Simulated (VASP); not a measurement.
# InP (F-43m) in VASP: single point with PBE

Aim: the single point of InP with PBE.

All numbers are computed with VASP 6.6.1; they aren't measurements. Logs are shortened: lines on timing, memory, paths and dates and some standing lists are left out, and cuts for length are marked.

## 1. The cell of the first run

The structure is cubic, space group F-43m (No. 216). Conventional cell: a = 5.862 Å, b = 5.862 Å, c = 5.862 Å, α = 90.00°, β = 90.00°, γ = 90.00°. Within 3.3 Å of In (site symmetry -43m) lie 4 P at 2.54 Å. Within 3.3 Å of P (site symmetry -43m) lie 4 In at 2.54 Å.

## 2. Single point, PBE

POSCAR

```
InP
1.0
    0.0000000000      2.9308210000      2.9308210000
    2.9308210000      0.0000000000      2.9308210000
    2.9308210000      2.9308210000      0.0000000000
In P
1 1
Direct
    0.0000000000      0.0000000000      0.0000000000
    0.2500000000      0.2500000000      0.2500000000
```

INCAR.step1

```
PREC = Accurate
ENCUT = 400
EDIFF = 1E-6
ISMEAR = -1
SIGMA = 0.1
LREAL = False
LASPH = True
NELM = 120
ALGO = Normal
ISIF = 2
LWAVE = False
LCHARG = True
GGA = PE
NBANDS = 16
GGA_COMPAT = False
NEDOS = 2001
LORBIT = 11
```

KPOINTS.step1

```
regular mesh
0
Gamma
  8 8 8
```

INCAR.step2

```
PREC = Accurate
ENCUT = 400
EDIFF = 1E-6
ISMEAR = -5
SIGMA = 0.1
LREAL = False
LASPH = True
NELM = 120
ALGO = Normal
ISIF = 2
LWAVE = False
LCHARG = False
GGA = PE
LORBIT = 11
NBANDS = 16
NEDOS = 2001
ICHARG = 11
GGA_COMPAT = False
```

KPOINTS.step2

```
regular mesh
0
Gamma
  12 12 12
```

Potentials or basis: VASP PAW PBE potentials, release 64 (In_d, P).

Started as:

```bash
cat potpaw_PBE.64/In_d/POTCAR potpaw_PBE.64/P/POTCAR > POTCAR
cp INCAR.step1 INCAR
cp KPOINTS.step1 KPOINTS
mpirun -np 1 vasp_std > vasp.out
cp INCAR.step2 INCAR
cp KPOINTS.step2 KPOINTS
mpirun -np 1 vasp_std > vasp.out
```

OUTCAR:

```text
PREC = Accurate
   ENCUT = 400
   EDIFF = 1E-6
   ISMEAR = -5
   LREAL = False
   LASPH = True
   NELM = 120
   ISIF = 2
   GGA = PE
   LORBIT = 11
   ICHARG = 11

 ion  position               nearest neighbor table
   1  0.000  0.000  0.000-   2 2.54   2 2.54   2 2.54   2 2.54
   2  0.250  0.250  0.250-   1 2.54   1 2.54   1 2.54   1 2.54

  LATTYP: Found a face centered cubic cell.
 ALAT       =     5.8616420000

  Lattice vectors:

 A1 = (   0.0000000000,   2.9308210000,   2.9308210000)
 A2 = (   2.9308210000,   0.0000000000,   2.9308210000)
 A3 = (   2.9308210000,   2.9308210000,   0.0000000000)

Analysis of symmetry for initial positions (statically):
=====================================================================
 Subroutine PRICEL returns:
 Original cell was already a primitive cell.

 Routine SETGRP: Setting up the symmetry group for a
 face centered cubic supercell.

 Subroutine GETGRP returns: Found 24 space group operations
 (whereof 24 operations were pure point group operations)
 out of a pool of 48 trial point group operations.

The static configuration has the point symmetry T_d .

Analysis of symmetry for dynamics (positions and initial velocities):
=====================================================================
 Subroutine PRICEL returns:
 Original cell was already a primitive cell.

 Routine SETGRP: Setting up the symmetry group for a
 face centered cubic supercell.

 Subroutine GETGRP returns: Found 24 space group operations
 (whereof 24 operations were pure point group operations)
 out of a pool of 48 trial point group operations.

The dynamic configuration has the point symmetry T_d .

 Subroutine INISYM returns: Found 24 space group operations
 (whereof 24 operations are pure point group operations),
 and found     1 'primitive' translations

----------------------------------------------------------------------------------------

                                     Primitive cell

  volume of cell :      50.3498

  direct lattice vectors                    reciprocal lattice vectors
     0.000000000  2.930821000  2.930821000    -0.170600661  0.170600661  0.170600661
     2.930821000  0.000000000  2.930821000     0.170600661 -0.170600661  0.170600661
     2.930821000  2.930821000  0.000000000     0.170600661  0.170600661 -0.170600661

  length of vectors
     4.144806807  4.144806807  4.144806807     0.295489013  0.295489013  0.295489013

  position of ions in fractional coordinates (direct lattice)
     0.000000000  0.000000000  0.000000000
     0.250000000  0.250000000  0.250000000

  ion indices of the primitive-cell ions
   primitive index   ion index
                 1           1
                 2           2

----------------------------------------------------------------------------------------

 KPOINTS: regular mesh

Automatic generation of k-mesh.
 Grid dimensions read from file:
 generate k-points for:   12   12   12

 Generating k-lattice:

  Cartesian coordinates                     Fractional coordinates (reciprocal lattice)
    -0.014216722  0.014216722  0.014216722     0.083333333  0.000000000  0.000000000
     0.014216722 -0.014216722  0.014216722     0.000000000  0.083333333  0.000000000
     0.014216722  0.014216722 -0.014216722     0.000000000  0.000000000  0.083333333

  Length of vectors
     0.024624084  0.024624084  0.024624084

  Shift w.r.t. Gamma in fractional coordinates (k-lattice)
     0.000000000  0.000000000  0.000000000

 TETIRR: Found    247 inequivalent tetrahedra from    10368

 Subroutine IBZKPT returns following result:
 ===========================================

 Found     72 irreducible k-points:

 Following reciprocal coordinates:
            Coordinates               Weight
  0.000000  0.000000  0.000000      1.000000
  0.083333  0.000000  0.000000      8.000000
  0.166667  0.000000  0.000000      8.000000
  0.250000  0.000000  0.000000      8.000000
  0.333333  0.000000  0.000000      8.000000
  0.416667  0.000000  0.000000      8.000000
[... 16 lines left out ...]
  0.500000  0.166667  0.000000     24.000000
 -0.416667  0.166667  0.000000     24.000000
 [... further k-points ...]
   k-points           NKPTS =     72   k-points in BZ     NKDIM =     72   number of bands    NBANDS=     16
   number of dos      NEDOS =   2001   number of ions     NIONS =      2
   total plane-waves  NPLWV =  21952
   dimension x,y,z NGX =    28 NGY =   28 NGZ =   28
   dimension x,y,z NGXF=    56 NGYF=   56 NGZF=   56
   ions per type =               1   1
   NGX,Y,Z   is equivalent  to a cutoff of  11.23, 11.23, 11.23 a.u.
   NGXF,Y,Z  is equivalent  to a cutoff of  22.46, 22.46, 22.46 a.u.
 SYSTEM =  unknown system
   PREC   = accura    normal or accurate (medium, high low for compatibility)
   ISTART =      0    job   : 0-new  1-cont  2-samecut
   ICHARG =     11    charge: 1-file 2-atom 10-const
   ISPIN  =      1    spin polarized calculation?
   LNONCOLLINEAR =      F non collinear calculations
   LSORBIT =      F    spin-orbit coupling
   LASPH  =      T    aspherical Exc in radial PAW
   ENCUT  =  400.0 eV  29.40 Ry    5.42 a.u.   6.76  6.76  6.76*2*pi/ulx,y,z
   NELM   =    120;   NELMIN=  2; NELMDL=  0     # of ELM steps
   EDIFF  = 0.1E-05   stopping-criterion for ELM
   LREAL  =      F    real-space projection
   EDIFFG = 0.1E-04   stopping-criterion for IOM
   NSW    =      0    number of steps for IOM
   IBRION =     -1    ionic relax: 0-MD 1-quasi-New 2-CG
   NFREE  =      0    steps in history (QN), initial steepest desc. (CG)
   ISIF   =      2    stress and relaxation
   ISYM   =      2    0-nonsym 1-usesym 2-fastsym
   POTIM  = 0.5000    time-step for ionic-motion
   TEBEG  =    0.0;   TEEND  =   0.0 temperature during run
   PSTRESS=    0.0 pullay stress
   NELECT =      18.0000    total number of electrons
   NUPDOWN=      -1.0000    fix difference up-down
   EMIN   =  10.00;   EMAX   =-10.00  energy-range for DOS
   EFERMI =   0.00;   METHOD = LEGACY
   ISMEAR =    -5;   SIGMA  =   0.10  broadening in eV -4-tet -1-fermi 0-gaus
   EFERMI_NEDOS =   21; number of points for ismear=-14 and -15
   IALGO  =     38    algorithm
   IMIX   =      4    mixing-type and parameters
     AMIX     =   0.40;   BMIX     =  1.00
     AMIX_MAG =   1.60;   BMIX_MAG =  1.00
  volume/ion in A,a.u.               =      25.17       169.89
  Fermi-wavevector in a.u.,A,eV,Ry     =   1.161894  2.195661 18.367822  1.349997
  Thomas-Fermi vector in A             =   2.298461
   LORBIT       =     11    0 simple, 1 ext, 2 COOP (PROOUT), +10 PAW based schemes
   GGA     = PE    functional components
   LHFCALC =     F    Hartree Fock is set to
   AEXX    =    0.0000 exact exchange contribution
   IVDW    =     0    specifies the selected vdW correction
   LEPSILON=     F    determine dielectric tensor
   LRPA    =     F    only Hartree local field effects (RPA)
 non-spin polarized calculation
 Fermi weights with tetrahedron method with Bloechl corrections
  energy-cutoff  :      400.00
  volume of cell :       50.35
 maximum number of plane-waves:       941

 number of electron      17.9999990 magnetization

 Free energy of the ion-electron system (eV)
  ---------------------------------------------------
  ext. energy  EPLUGINS =         0.00000000
  ---------------------------------------------------
  free energy    TOTEN  =        -8.38351402 eV

  energy without entropy =       -8.38351402  energy(sigma->0) =       -8.38351402

 E-fermi :   5.1895     XC(G=0):  -9.2813

 val. band max:        5.1855891486   @ k =   0.0000   0.0000   0.0000
 cond. band min:       5.8960488025   @ k =   0.0000   0.0000   0.0000
 fundamental gap:      0.7104596539
 Fermi energy:         5.1895387877

 k-point     1 :       0.0000    0.0000    0.0000
  band No.  band energies     occupation
      1      -8.9999      2.00000
      2      -8.9999      2.00000
      3      -8.9999      2.00000
      4      -8.8462      2.00000
      5      -8.8462      2.00000
      6      -6.3293      2.00000
[... 8 lines left out ...]
     15      14.6347      0.00000
     16      14.6347      0.00000

 k-point     2 :       0.0833    0.0000    0.0000
  band No.  band energies     occupation
      1      -9.0086      2.00000
      2      -8.9964      2.00000
      3      -8.9964      2.00000
      4      -8.8462      2.00000
      5      -8.8462      2.00000
      6      -6.2492      2.00000
[... 8 lines left out ...]
     15      14.2564      0.00000
     16      14.2564      0.00000

 k-point     3 :       0.1667    0.0000    0.0000
  band No.  band energies     occupation
      1      -9.0319      2.00000
      2      -8.9874      2.00000
      3      -8.9874      2.00000
      4      -8.8457      2.00000
      5      -8.8457      2.00000
      6      -6.0161      2.00000
[... 8 lines left out ...]
     15      13.8063      0.00000
     16      14.6733      0.00000

 k-point     4 :       0.2500    0.0000    0.0000
  band No.  band energies     occupation
      1      -9.0622      2.00000
      2      -8.9765      2.00000
      3      -8.9765      2.00000
      4      -8.8435      2.00000
      5      -8.8435      2.00000
      6      -5.6525      2.00000
[... 8 lines left out ...]
     15      13.7747      0.00000
     16      14.3259      0.00000
[... 324 lines left out ...]
 k-point    22 :       0.4167    0.1667    0.0000
  band No.  band energies     occupation
      1      -9.1179      2.00000
      2      -8.9532      2.00000
      3      -8.9449      2.00000
      4      -8.8575      2.00000
      5      -8.8278      2.00000
      6      -4.8316      2.00000
[... 8 lines left out ...]
     15      15.7527      0.00000
     16      15.8505      0.00000

 k-point    23 :       0.5000    0.1667    0.0000
  band No.  band energies     occupation
      1      -9.1270      2.00000
      2      -8.9525      2.00000
      3      -8.9426      2.00000
      4      -8.8503      2.00000
      5      -8.8294      2.00000
      6      -4.4881      2.00000
[... 8 lines left out ...]
     15      15.8810      0.00000
     16      16.1713      0.00000

 k-point    24 :      -0.4167    0.1667    0.0000
  band No.  band energies     occupation
      1      -9.1259      2.00000
      2      -8.9535      2.00000
      3      -8.9444      2.00000
      4      -8.8433      2.00000
      5      -8.8353      2.00000
      6      -4.4313      2.00000
[... 8 lines left out ...]
     15      14.8851      0.00000
     16      15.9549      0.00000

 [... further k-points ...]

------------------------ aborting loop because EDIFF is reached ----------------------------------------

  FORCE on cell =-STRESS in cart. coord.  units (eV):
  Direction    XX          YY          ZZ          XY          YZ          ZX
  --------------------------------------------------------------------------------------
  -------------------------------------------------------------------------------------
  Total        1.0389104      1.0389104      1.0389104     -0.0000000     -0.0000000      0.0000000
  in kB       33.0590816     33.0590816     33.0590816     -0.0000000     -0.0000000      0.0000000
  external PRESSURE =      33.0590816 kB  Pullay stress =       0.0000000 kB

 VOLUME and BASIS-vectors are now :
 -----------------------------------------------------------------------------
  energy-cutoff  :      400.00
  volume of cell :       50.35
      direct lattice vectors                 reciprocal lattice vectors
     0.000000000  2.930821000  2.930821000    -0.170600661  0.170600661  0.170600661
     2.930821000  0.000000000  2.930821000     0.170600661 -0.170600661  0.170600661
     2.930821000  2.930821000  0.000000000     0.170600661  0.170600661 -0.170600661

 POSITION                                       TOTAL-FORCE (eV/Angst)
 -----------------------------------------------------------------------------------
      0.00000      0.00000      0.00000         0.000000      0.000000      0.000000
      1.46541      1.46541      1.46541        -0.000000     -0.000000     -0.000000
 -----------------------------------------------------------------------------------
    total drift:                                0.000000      0.000000     -0.000000

  FREE ENERGIE OF THE ION-ELECTRON SYSTEM (eV)
  ---------------------------------------------------
  free  energy   TOTEN  =        -8.3835140220 eV

  energy  without entropy=       -8.3835140220  energy(sigma->0) =       -8.38351402

 total charge

# of ion       s       p       d       tot
------------------------------------------
    1        0.828   0.767   9.900  11.496
    2        1.031   1.496   0.000   2.527
--------------------------------------------------
tot          1.859   2.264   9.900  14.023
```

Wall time 71 s (1 thread of Intel Xeon 8259CL, shared host); peak memory 0.17 GiB.

What came out:

```yaml
Valence_electrons_inside_the_program's_atomic_spheres: In 11.50; P 2.53
```

Caveat: spin-orbit coupling is left out, which moves the levels of the heavy elements.
